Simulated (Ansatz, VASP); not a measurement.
Cd4S: VASP beside Ansatz

```
Cd S
1.0
     5.97094    0.00000    0.00000
    -2.98547    5.17099    0.00000
     0.00000    0.00000    5.09581
Cd S
4 1
Direct
  0.50000 0.00000 0.00000
  0.00000 0.50000 0.00000
  0.50000 0.50000 0.00000
  0.00000 0.00000 0.00000
  0.00000 0.00000 0.50000
```

Alike in both runs: functional PBE; k mesh 6 × 6 × 4; occupations gaussian, width 0.1 eV; no spin polarisation.

Ansatz relaxed the structure, and its values are those at the end. VASP's run is a single point on that final structure, the one shown.

|  | VASP | Ansatz |
| --- | --- | --- |
| version | VASP 6.6.1 | Ansatz 0.2.0 |
| potentials or method | VASP PAW PBE potentials, release 64 (Cd, S), cutoff 520 eV | scalar-relativistic, plane waves, PAW |
| valence electrons in the cell | 54 | 86 |

|  | VASP | Ansatz | Ansatz less VASP |
| --- | --- | --- | --- |
| gap on the k mesh at the Fermi level (eV) | none | none | - |
| pressure (GPa) | 0.1 | -0.1 | -0.19 |

A gap of «none» marks a metal or a gap that the smearing closes. With one functional, cell and mesh, what is left measures potentials, basis and numerics. VASP's potentials hold 54 valence electrons a cell and Ansatz's 86, so a difference there can come from the potentials and not from the codes.
